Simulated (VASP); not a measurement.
Set up this calculation in VASP 6.6.1, as the native input.

```
Task                   : relaxation of cell and atoms
Functional             : PBE
Potentials or basis    : VASP PAW PBE potentials, release 64 (K_sv, Zr_sv, N)
Cutoff                 : 600 eV
k mesh                 : 6 × 6 × 4
Occupations            : gaussian, width 0.1 eV
Spin                   : no spin polarisation
Dipole correction      : no
Further INCAR settings : ALGO = Normal; EDIFF = 1e-06; IBRION = 2; EDIFFG = -0.04; NSW = 90; ISIF = 3
```

The structure of KZrN lies in POSCAR:

```
KZrN
1.0
    4.2055219300      0.0000000000      0.0000000000
   -2.1027609700      3.6420888300      0.0000000000
    0.0000000000      0.0000000000      4.8001597100
K Zr N
1 1 1
Direct
    0.0000000000      0.0000000000      0.0000000000
    0.3333333300      0.6666666700      0.5000000000
    0.6666666700      0.3333333300      0.5000000000
```

The cell was generated, and may not be a known phase.

The input as run:

INCAR

```
SYSTEM = KZrN
PREC     = Accurate       ! precision mode
ENCUT    = 600            ! plane-wave cutoff, eV
EDIFF    = 1E-6           ! SCF threshold, eV
ISMEAR   = 0              ! smearing method
SIGMA    = 0.1            ! smearing width, eV
LREAL    = .FALSE.        ! projectors in reciprocal space
LASPH    = .TRUE.         ! aspherical terms in the spheres
NELM     = 60             ! most SCF steps
ALGO     = Normal         ! electronic algorithm
ISIF     = 3              ! what is computed and relaxed
LWAVE    = .FALSE.        ! write WAVECAR
LCHARG   = .FALSE.        ! write CHGCAR
GGA      = PE             ! functional
IBRION   = 2              ! ionic algorithm
NSW      = 90             ! ionic steps
EDIFFG   = -0.04          ! ionic threshold
```

KPOINTS

```
Automatic mesh
0
G
  6 6 4
  0 0 0
```

Potentials or basis: VASP PAW PBE potentials, release 64 (K_sv, Zr_sv, N).

Command:

```bash
$ cat potpaw_PBE.64/K_sv/POTCAR potpaw_PBE.64/Zr_sv/POTCAR potpaw_PBE.64/N/POTCAR > POTCAR
$ mpirun -np 1 vasp_std > vasp.out
```

Results of the run:

The relaxed volume is 24.94 Å³/atom. The relaxed cell is a = 3.643 Å, b = 3.643 Å, c = 6.511 Å, α = 90.00°, β = 90.00°, γ = 120.00°. The space group after relaxing (to 0.1 Å) is P-6m2 (No. 187), the energy gained by relaxing is 717.0 meV/atom and the ionic steps are 8. The pressure after relaxing is 0.0 GPa and the band gap on the k mesh is zero (bands 13 and 14 overlap by 0.21 eV).

Caveat: a cell axis changed by over 15 % at a fixed basis, so the end point is rough.

Wall time 6.4 min on 1 thread of Intel Xeon 8259CL, with other jobs on the host, peak memory 0.26 GiB.
